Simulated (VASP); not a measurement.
Input of a VASP 6.6.1 run:

The input INCAR:

```
SYSTEM = Sn
PREC     = Accurate       ! precision mode
ENCUT    = 520            ! plane-wave cutoff, eV
EDIFF    = 1E-6           ! SCF threshold, eV
ISMEAR   = -1             ! smearing method
SIGMA    = 0.03           ! smearing width, eV
LREAL    = .FALSE.        ! projectors in reciprocal space
LASPH    = .TRUE.         ! aspherical terms in the spheres
NELM     = 80             ! most SCF steps
ALGO     = Normal         ! electronic algorithm
ISIF     = 2              ! what is computed and relaxed
LWAVE    = .FALSE.        ! write WAVECAR
LCHARG   = .FALSE.        ! write CHGCAR
GGA      = CA             ! functional
NBANDS   = 21             ! bands
```

File KPOINTS:

```
Automatic mesh
0
G
  9 9 9
  0 0 0
```

Contents of POSCAR:

```
Sn
1.0
    0.0324560000      3.2618280000      3.2618280000
    3.2618280000      0.0324560000      3.2618280000
    3.2618280000      3.2618280000      0.0324560000
Sn
2
Direct
    0.5000000000      0.5000000000      0.5000000000
    0.7500000000      0.7500000000      0.7500000000
```

Potentials or basis: VASP PAW LDA potentials, release 64 (Sn_d).

The run is started by

```console
$ cat potpaw_LDA.64/Sn_d/POTCAR > POTCAR
$ mpirun -np 1 vasp_std > vasp.out
```

(1) Estimate the largest force.

(2) Estimate the band gap on the k mesh.

Answers

(1) 0.146 eV/Å.

(2) zero (band 14 reaches 5.45 eV, above the bottom of band 15 at 5.25 eV).

Caveat: the cell differs from its parent crystal (equal xy, yz and zx shear strains of +1 %); spin-orbit coupling is left out, which moves the levels of the heavy elements.
